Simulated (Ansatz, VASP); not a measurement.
**Two plane-wave programs on BaH**

```
Ba H
1.0
    -2.14823    2.14823    2.18869
     2.14823   -2.14823    2.18869
     2.14823    2.14823   -2.18869
Ba H
1 1
Direct
  0.00000 0.00000 0.00000
  0.50000 0.50000 0.00000
```

Alike in both runs: task single point; functional PBE; k mesh 6 × 6 × 6; occupations gaussian, width 0.1 eV; no spin polarisation.

|  | VASP | Ansatz |
| --- | --- | --- |
| version | VASP 6.6.1 | Ansatz 0.2.0 |
| potentials or method | VASP PAW PBE potentials, release 64 (Ba_sv, H), cutoff 520 eV | scalar-relativistic, plane waves, PAW |
| valence electrons in the cell | 11 | 11 |

```csv
,VASP,Ansatz,Ansatz less VASP
gap on the k mesh at the Fermi level (eV),none,none,-
pressure (GPa),15.2,13.7,-1.55
"traceless stress, the component that is largest in VASP (GPa)",24.91,23.38,-1.533
```

A gap of «none» marks a metal or a gap that the smearing closes. With one functional, cell and mesh, what is left measures potentials, basis and numerics.

Spin-orbit coupling is off throughout.
